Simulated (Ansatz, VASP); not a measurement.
## One calculation of TiO2, two programs

```
CELL_PARAMETERS angstrom
4.58878 0.00000 0.00000
0.00000 4.58878 0.00000
0.00000 0.00000 2.95756
ATOMIC_POSITIONS crystal
Ti 0.00000 0.00000 0.00000
Ti 0.50000 0.50000 0.50000
O 0.30233 0.30233 0.00000
O 0.19767 0.80233 0.50000
O 0.69767 0.69767 0.00000
O 0.80233 0.19767 0.50000
```

Alike in both runs: task single point; functional r2SCAN; k mesh 5 × 5 × 7; occupations gaussian, width 0.05 eV; collinear spin; Hubbard terms Ti d U = 3.0 eV.

```csv
,VASP,Ansatz
version,VASP 6.6.1,Ansatz 0.2.0
potentials or method,"VASP PAW PBE potentials, release 64 (Ti_sv, O), cutoff 520 eV","PAW, plane waves, scalar-relativistic"
valence electrons in the cell,48,48
```

Ansatz gave:

| Property | Result |
| --- | --- |
| pressure (GPa) | 2.5 |
| traceless stress, the component that is largest in VASP (GPa) | 1.59 |
| rms of the force components (eV/Å) | 0.149 |
| net moment per atom (μB) | 0.00 |

Question: Which values does VASP return?

Answer: Pressure (GPa): 6.7; traceless stress, the component that is largest in VASP (GPa): 2.13; rms of the force components (eV/Å): 0.103; net moment per atom (μB): 0.00.

VASP's potentials were made for PBE, not for r2SCAN. The programs project onto different local orbitals, so the same U acts differently, and such runs can settle in different states. Atom by atom the forces differ by 0.046 eV/Å (rms over components). Ansatz's warnings: seeded moment not kept, stability check not made.
